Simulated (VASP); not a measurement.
Set up this calculation in VASP 6.6.1, as the native input.

```yaml
Task: single point
Functional: PBE
Potentials_or_basis: VASP PAW PBE potentials, release 64 (C)
Cutoff: 520 eV
k_mesh: 18 × 18 × 6
Occupations: gaussian, width 0.15 eV
Spin: no spin polarisation
Dipole_correction: no
Further_INCAR_settings: ALGO = Normal; EDIFF = 1e-06; NBANDS = 16
```

The structure of C lies in POSCAR:

```
C
1.0
    1.2620124491     -2.2855675599      0.0000000000
    1.2620124491      2.2855675599      0.0000000000
    0.0000000000      0.0000000000      8.7070207245
C
4
Direct
    0.0833329406      0.9166670594      0.7503043452
    0.5833329406      0.4166670594      0.2496956548
    0.9166670594      0.0833329406      0.2496956548
    0.4166670594      0.5833329406      0.7503043452
```

This cell differs from its parent crystal: normal strain along x +0.0233, normal strain along y +0.0700.

These files were run (other wordings do the same):

INCAR

```
PREC     = Accurate       # precision mode
ENCUT    = 520            # plane-wave cutoff, eV
EDIFF    = 1E-6           # SCF threshold, eV
ISMEAR   = 0              # smearing method
SIGMA    = 0.15           # smearing width, eV
LREAL    = False          # projectors in reciprocal space
LASPH    = True           # aspherical terms in the spheres
NELM     = 100            # most SCF steps
ALGO     = Normal         # electronic algorithm
ISIF     = 2              # what is computed and relaxed
LWAVE    = False          # write WAVECAR
LCHARG   = False          # write CHGCAR
GGA      = PE             # functional
NBANDS   = 16             # bands
```

KPOINTS

```
regular mesh
0
Gamma
  18 18 6
```

Potentials or basis: VASP PAW PBE potentials, release 64 (C).

Launch:

```console
$ cat potpaw_PBE.64/C/POTCAR > POTCAR
$ mpirun -np 1 vasp_std > vasp.out
```

It gave:

```json
{
 "Pressure": "-23.0 GPa",
 "Largest force": "0.023 eV/Å"
}
```

Caveat: the cell differs from its parent crystal (normal strain along x +0.0233, normal strain along y +0.0700); the stress differs along the axes, from -47 to -0 GPa; this functional lacks dispersion, which binds layers or chains, so the pressure and a relaxed spacing across them are unreliable.

Run time: 99 s on 1 thread of Intel(R) Xeon(R) 6975P-C (Granite Rapids) (shared host), peak memory 0.32 GiB.
